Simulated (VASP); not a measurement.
HfB, 2 atoms in the cell. The cell holds a sheet with vacuum, 2 atoms: a = 3.267 Å, b = 4.620 Å, c = 14.000 Å, α = 90.00°, β = 90.00°, γ = 90.00°. 

```yaml
Program: VASP 6.6.1
Task: single point
Functional: PBE
Potentials_or_basis: VASP PAW PBE potentials, release 64 (Hf_pv, B)
Cutoff: 520 eV
k_mesh: 6 × 4 × 1
Occupations: gaussian, width 0.1 eV
Spin: no spin polarisation
Dipole_correction: yes
Further_INCAR_settings: ALGO = Normal; EDIFF = 1e-06; NBANDS = 14
```

Potentials or basis: VASP PAW PBE potentials, release 64 (Hf_pv, B).

Command:

```console
$ cat potpaw_PBE.64/Hf_pv/POTCAR potpaw_PBE.64/B/POTCAR > POTCAR
$ mpirun -np 1 vasp_std > vasp.out
```

Hardware: 1 thread of Intel(R) Xeon(R) 6975P-C (Granite Rapids), on a shared host.

**Question.** How long does it take, and how much memory?

**Answer.** It took 19 s on 1 thread of Intel(R) Xeon(R) 6975P-C (Granite Rapids), with other jobs on the host, peak memory 0.29 GiB. Counts: scf iterations 21, k points 12.
